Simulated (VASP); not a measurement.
Write the native input for VASP 6.6.1 that does the following.

| Property | Result |
| --- | --- |
| Task | single point |
| Functional | BLYP |
| Potentials or basis | VASP PAW PBE potentials, release 64 (Ni, Si) |
| Cutoff | 520 eV |
| k mesh | 4 × 4 × 4 |
| Occupations | fermi-dirac, width 0.05 eV |
| Spin | collinear spin, ferromagnetic start |
| Starting moments | [1.0, 1.0, 1.0, 0.0] μB |
| Dipole correction | no |
| Further INCAR settings | ALGO = Normal; EDIFF = 1e-07; NBANDS = 29 |

The structure of SiNi3 lies in POSCAR:

```
SiNi3
1.0
    3.5420000000      0.0000000000      0.0000000000
    0.0000000000      3.5420000000      0.0000000000
    0.0000000000      0.0000000000      3.5420000000
Ni Si
3 1
Direct
    0.5000000000      0.5000000000      0.0000000000
    0.5000000000      0.0000000000      0.5000000000
    0.0000000000      0.5000000000      0.5000000000
    0.0000000000      0.0000000000      0.0000000000
```

These files were run (other wordings do the same):

INCAR

```
SYSTEM = SiNi3
AGGAC = 1.0 ; AGGAX = 1.0
ALDAC = 0.0 ; ALDAX = 1.0
ALGO = Normal ; EDIFF = 1E-7
ENCUT = 520 ; GGA = B5
ISIF = 2 ; ISMEAR = -1
ISPIN = 2 ; LASPH = .TRUE.
LCHARG = .FALSE. ; LMAXMIX = 4
LORBIT = 11 ; LREAL = .FALSE.
LWAVE = .FALSE. ; MAGMOM = 1 1 1 0
NBANDS = 29 ; NELM = 150
PREC = Accurate ; SIGMA = 0.05
```

KPOINTS

```
k-points
0
G
  4 4 4
  0 0 0
```

Potentials or basis: VASP PAW PBE potentials, release 64 (Ni, Si).

Launch:

```console
$ cat potpaw_PBE.64/Ni/POTCAR potpaw_PBE.64/Si/POTCAR > POTCAR
$ mpirun -np 1 vasp_std > vasp.out
```

Results of the run:

```yaml
Pressure: 3.9 GPa
Band_gap_on_the_k_mesh: zero (filled and empty bands overlap)
Net_moment: 0.00 μB per cell
Valence_electrons_inside_the_program's_atomic_spheres: Ni 9.45; Si 1.56
```

Caveat: the k points lie up to 0.44 Å⁻¹ apart; the PAW data sets were made with another functional, which shifts forces and pressure a little.

It took 110 s on 1 thread of Intel Xeon 6975P-C, with other jobs on the host, peak memory 0.18 GiB.
